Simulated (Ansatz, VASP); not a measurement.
## ZnAg in VASP and in Ansatz

```
CELL_PARAMETERS angstrom
3.15600 0.00000 0.00000
0.00000 3.15600 0.00000
0.00000 0.00000 3.15600
ATOMIC_POSITIONS crystal
Zn 0.50000 0.50000 0.50000
Ag 0.00000 0.00000 0.11882
```

Change from the starting cell: all Ag atoms moved +0.375 Å, as atom 2 along Cartesian [0 0 1].

Alike in both runs: task single point; functional LDA; k mesh 16 × 16 × 16; occupations gaussian, width 0.15 eV; no spin polarisation.

|  | VASP | Ansatz |
| --- | --- | --- |
| version | VASP 6.6.1 | Ansatz 0.2.0 |
| potentials or method | VASP PAW LDA potentials, release 64 (Zn, Ag), cutoff 520 eV | scalar-relativistic, plane waves, PAW |
| valence electrons in the cell | 23 | 31 |

Ansatz gave:

```
gap on the k mesh at the Fermi level (eV)                     : none
pressure (GPa)                                                : -2.8
traceless stress, the component that is largest in VASP (GPa) : -3.23
rms of the force components (eV/Å)                            : 0.593
```

What did VASP give for the same quantities?

gap on the k mesh at the Fermi level (eV): none; pressure (GPa): -2.5; traceless stress, the component that is largest in VASP (GPa): -3.30; rms of the force components (eV/Å): 0.609.

LDA's correlation is that of Perdew and Zunger in VASP and of Perdew and Wang (1992) in Ansatz. Atom by atom the forces differ by 0.017 eV/Å (rms over components). A gap of «none» marks a metal or a gap that the smearing closes. VASP's potentials hold 23 valence electrons a cell and Ansatz's 31, so a difference there can come from the potentials and not from the codes.
